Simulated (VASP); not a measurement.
Here is a VASP 6.6.1 calculation.

INCAR

```
ALGO = Normal
DIPOL = 0.5 0.5 0.294
EDIFF = 1E-7
ENCUT = 520
GGA = PS
IDIPOL = 3
ISIF = 2
ISMEAR = -1
LASPH = True
LCHARG = False
LDIPOL = True
LREAL = False
LWAVE = False
NBANDS = 20
NELM = 60
PREC = Accurate
SIGMA = 0.05
```

File KPOINTS:

```
k-points
0
Gamma
  7 7 1
```

Contents of POSCAR:

```
Ga
1.0
    4.3304700000      0.0000000000      0.0000000000
   -2.1652300000      3.7503000000      0.0000000000
    0.0000000000      0.0000000000     23.8000000000
Ga
2
Direct
    0.3333300000      0.6666700000      0.2941200000
    0.6666700000      0.3333300000      0.2941200000
```

Potentials or basis: VASP PAW PBE potentials, release 64 (Ga_d).

Run with:

```console
$ cat potpaw_PBE.64/Ga_d/POTCAR > POTCAR
$ mpirun -np 1 vasp_std > vasp.out
```

Question: What does it give for the band gap on the k mesh?

Answer: Zero (bands 13 and 14 overlap by 1.26 eV).
